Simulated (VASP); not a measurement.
Write the native input for VASP 6.6.1 that does the following.

```yaml
Task: single point
Functional: r2SCAN
Potentials_or_basis: VASP PAW PBE potentials, release 64 (Na_pv, I)
Cutoff: 520 eV
k_mesh: 6 × 6 × 4
Occupations: gaussian, width 0.01 eV
Spin: no spin polarisation
Dipole_correction: no
Further_INCAR_settings: ALGO = Normal; EDIFF = 1e-07; NBANDS = 22
```

The system is NaI.

```
CELL_PARAMETERS angstrom
5.36173 0.00000 0.00000
-2.68086 4.64339 0.00000
0.00000 0.00000 6.39694
ATOMIC_POSITIONS crystal
Na 0.33333 0.66667 0.25000
Na 0.66667 0.33333 0.75000
I 0.66667 0.33333 0.25000
I 0.33333 0.66667 0.75000
```

These files were run (other wordings do the same):

POSCAR

```
NaI
1.0
    5.3617265208      0.0000000000      0.0000000000
   -2.6808632604      4.6433913751      0.0000000000
    0.0000000000      0.0000000000      6.3969352801
Na I
2 2
Direct
    0.3333333333      0.6666666667      0.2500000000
    0.6666666667      0.3333333333      0.7500000000
    0.6666666667      0.3333333333      0.2500000000
    0.3333333333      0.6666666667      0.7500000000
```

INCAR.step1

```
ALGO = Normal
EDIFF = 1E-4
ENCUT = 520
GGA = PE
ISMEAR = 0
LASPH = T
LCHARG = F
LREAL = F
LWAVE = T
NBANDS = 22
NELM = 80
PREC = Accurate
SIGMA = 0.01
```

INCAR.step2

```
ALGO = Normal
EDIFF = 1E-7
ENCUT = 520
ISIF = 2
ISMEAR = 0
ISTART = 1
LASPH = T
LCHARG = T
LELF = T
LMIXTAU = T
LREAL = F
LVHAR = T
LWAVE = F
METAGGA = R2SCAN
NBANDS = 22
NELM = 80
PREC = Accurate
SIGMA = 0.01
```

KPOINTS

```
k-points
0
Gamma
  6 6 4
```

Potentials or basis: VASP PAW PBE potentials, release 64 (Na_pv, I).

Command:

```bash
$ cat potpaw_PBE.64/Na_pv/POTCAR potpaw_PBE.64/I/POTCAR > POTCAR
$ cp INCAR.step1 INCAR
$ mpirun -np 1 vasp_std > vasp.out
$ cp INCAR.step2 INCAR
$ mpirun -np 1 vasp_std > vasp.out
```

It gave:

- Pressure: 0.4 GPa
- Band gap on the k mesh: 4.23 eV

Caveat: the PAW data sets were made with another functional, which shifts forces and pressure a little; spin-orbit coupling is left out, which moves the levels of the heavy elements.

Wall time 8.7 min on 1 thread of Intel Xeon 8259CL, with other jobs on the host, peak memory 0.32 GiB.
